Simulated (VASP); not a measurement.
Here is a VASP 6.6.1 calculation.

File INCAR:

```
ALGO = Normal
EDIFF = 1E-6
ENCUT = 520
ISIF = 2
ISMEAR = 0
LASPH = T
LCHARG = F
LREAL = F
LWAVE = F
NBANDS = 16
NELM = 100
PREC = Accurate
SIGMA = 0.1
```

The input KPOINTS:

```
k-points
0
Gamma
  10 10 6
```

The input POSCAR:

```
K
1.0
    2.5244612542     -4.1912196688      0.0000000000
    2.5244612542      4.1912196688      0.0000000000
    0.0000000000      0.0000000000      8.0889606034
K
2
Direct
    0.8206130200      0.1793869800      0.2500000000
    0.1793869800      0.8206130200      0.7500000000
```

Potentials or basis: VASP PAW LDA potentials, release 64 (K_sv).

The run is started by

```console
$ cat potpaw_LDA.64/K_sv/POTCAR > POTCAR
$ mpirun -np 1 vasp_std > vasp.out
```

(1) Predict the band gap on the k mesh.

(2) Estimate the pressure.

Results:

(1) zero (bands 9 and 10 overlap by 2.26 eV).

(2) -0.8 GPa.

Caveat: the cell differs from its parent crystal (strained).
